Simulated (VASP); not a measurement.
Here is a VASP 6.6.1 calculation.

Contents of INCAR:

```
SYSTEM = Mo12C
PREC = Accurate
ENCUT = 520
EDIFF = 1E-6
ISMEAR = 0
SIGMA = 0.1
LREAL = .FALSE.
LASPH = .TRUE.
NELM = 60
ALGO = Normal
ISIF = 2
LWAVE = .FALSE.
LCHARG = .TRUE.
LDIPOL = .TRUE.
IDIPOL = 3
DIPOL = 0.5 0.5 0.324
LELF = .TRUE.
LVHAR = .TRUE.
LVACPOTAV = .TRUE.
NBANDS = 98
```

The input KPOINTS:

```
regular mesh
0
G
  5 5 1
  0 0 0
```

The input POSCAR:

```
Mo12C
1.0
    5.3887247571      0.0000000000      0.0000000000
   -1.7962415857      5.0805384236      0.0000000000
    0.0000000000      0.0000000000     19.7413781192
Mo C
12 1
Direct
    0.2500000000      0.2500000000      0.2026200996
    0.2500000000      0.7500000000      0.2026200996
    0.7500000000      0.2500000000      0.2026200996
    0.7500000000      0.7500000000      0.2026200996
    0.0000000000      0.0000000000      0.3100443415
    0.0000000000      0.5000000000      0.3100443415
    0.5000000000      0.0000000000      0.3100443415
    0.5000000000      0.5000000000      0.3100443415
    0.2500000000      0.2500000000      0.4174672138
    0.2500000000      0.7500000000      0.4174672138
    0.7500000000      0.2500000000      0.4174672138
    0.7500000000      0.7500000000      0.4174672138
    0.4166666667      0.4166666667      0.4898259784
```

Potentials or basis: VASP PAW LDA potentials, release 64 (Mo_sv, C).

Launch:

```console
$ cat potpaw_LDA.64/Mo_sv/POTCAR potpaw_LDA.64/C/POTCAR > POTCAR
$ mpirun -np 1 vasp_std > vasp.out
```

Estimate the band gap on the k mesh.

zero (bands 86 and 87 overlap by 1.50 eV).

Estimate the largest force.

3.485 eV/Å.

Forces in eV/Å, atoms in the order of the input:
```
Mo  -0.042 -0.059  0.028
Mo  -0.029 -0.033 -0.318
Mo  -0.022 -0.038 -0.318
Mo   0.155  0.219  0.161
Mo  -0.214 -0.303 -0.869
Mo  -0.046 -0.023  0.144
Mo  -0.006 -0.051  0.144
Mo   0.197  0.279 -0.652
Mo  -1.129 -1.597 -1.003
Mo   0.179 -0.628  0.717
Mo  -0.651 -0.041  0.717
Mo  -0.401 -0.568  1.117
C    2.010  2.843  0.132
```
